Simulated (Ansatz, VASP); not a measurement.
**ZnS: VASP beside Ansatz**

```
Zn S
1.0
     3.84556    0.00000    0.00000
    -1.92278    3.33035    0.00000
     0.00000    0.00000    6.30372
Zn S
2 2
Direct
  0.31635 0.66667 0.00520
  0.68365 0.33333 0.50520
  0.34706 0.66667 0.37980
  0.65294 0.33333 0.87980
```

Change from the starting cell: mode 4 frozen in at -0.065 Å and mode 5 at +0.000 Å (largest displacements).

Alike in both runs: task single point; functional PBE; k mesh 9 × 9 × 4; occupations gaussian, width 0.05 eV; no spin polarisation.

|  | VASP | Ansatz |
| --- | --- | --- |
| version | VASP 6.6.1 | Ansatz 0.2.0 |
| potentials or method | VASP PAW PBE potentials, release 64 (Zn, S), cutoff 520 eV | scalar-relativistic, plane waves, PAW |
| valence electrons in the cell | 36 | 36 |

VASP gave:

| Property | Result |
| --- | --- |
| gap on the k mesh at the Fermi level (eV) | 2.06 |
| least direct gap on the mesh (eV) | 2.06 |
| pressure (GPa) | 0.1 |
| traceless stress, the component that is largest in VASP (GPa) | -0.12 |
| rms of the force components (eV/Å) | 0.034 |

Which values does Ansatz return?

gap on the k mesh at the Fermi level (eV): 2.05; least direct gap on the mesh (eV): 2.05; pressure (GPa): 0.0; traceless stress, the component that is largest in VASP (GPa): -0.12; rms of the force components (eV/Å): 0.035.

Atom by atom the forces differ by 0.001 eV/Å (rms over components). With one functional, cell and mesh, what is left measures potentials, basis and numerics.
